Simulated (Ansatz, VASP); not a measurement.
## C: VASP beside Ansatz

POSCAR

```
C
1.0
    0.0000000000      1.7120640000      1.8547360000
    1.7120640000      0.0000000000      1.8547360000
    1.7120640000      1.7120640000      0.0000000000
C
2
Direct
    0.5000000000      0.5000000000      0.5000000000
    0.7500000000      0.7500000000      0.7500000000
```

Contents of INCAR.step1:

```
SYSTEM = C
ALGO = Normal
EDIFF = 1E-4
ENCUT = 520
GGA = PE
ISMEAR = 0
LASPH = .True.
LCHARG = .False.
LREAL = .False.
LWAVE = .True.
NBANDS = 11
NELM = 80
PREC = Accurate
SIGMA = 0.05
```

File INCAR.step2:

```
SYSTEM = C
ALGO = Normal
EDIFF = 1E-6
ENCUT = 520
ISIF = 2
ISMEAR = 0
ISTART = 1
LASPH = .True.
LCHARG = .False.
LMIXTAU = .True.
LREAL = .False.
LWAVE = .False.
METAGGA = R2SCAN
NBANDS = 11
NELM = 80
PREC = Accurate
SIGMA = 0.05
```

KPOINTS

```
k-points
0
Gamma
  12 12 12
  0 0 0
```

Input for Ansatz:

```yaml
crystal:
  lattice:
    - [0.0, 1.712064, 1.854736]
    - [1.712064, 0.0, 1.854736]
    - [1.712064, 1.712064, 0.0]
  atoms:
    - { symbol: C, position: [0.5, 0.5, 0.5] }
    - { symbol: C, position: [0.75, 0.75, 0.75] }
basis:
  ecutwfc: 500
kpoints:
  mp_grid: { grid: [12, 12, 12] }
hamiltonian:
  xc: r2scan
scf:
  occupations: { method: gaussian, width: 0.05 }
output:
  forces: true
  stress: true
  eigenvalues: true
```

Change from the starting cell: strain -0.040 along x and y, +0.040 along z, atoms carried along.

Alike in both runs: task single point; functional r2SCAN; k mesh 12 × 12 × 12; occupations gaussian, width 0.05 eV; no spin polarisation.

|  | VASP | Ansatz |
| --- | --- | --- |
| version | VASP 6.6.1 | Ansatz 0.2.0 |
| potentials or method | VASP PAW PBE potentials, release 64 (C), cutoff 520 eV | scalar-relativistic, plane waves, PAW |
| valence electrons in the cell | 8 | 8 |

|  | VASP | Ansatz | Ansatz less VASP |
| --- | --- | --- | --- |
| gap on the k mesh at the Fermi level (eV) | 3.36 | 3.39 | +0.032 |
| least direct gap on the mesh (eV) | 5.18 | 5.23 | +0.048 |
| pressure (GPa) | 19.3 | 18.0 | -1.27 |
| traceless stress, the component that is largest in VASP (GPa) | -59.52 | -59.64 | -0.115 |

VASP's potentials were made for PBE, not for r2SCAN.
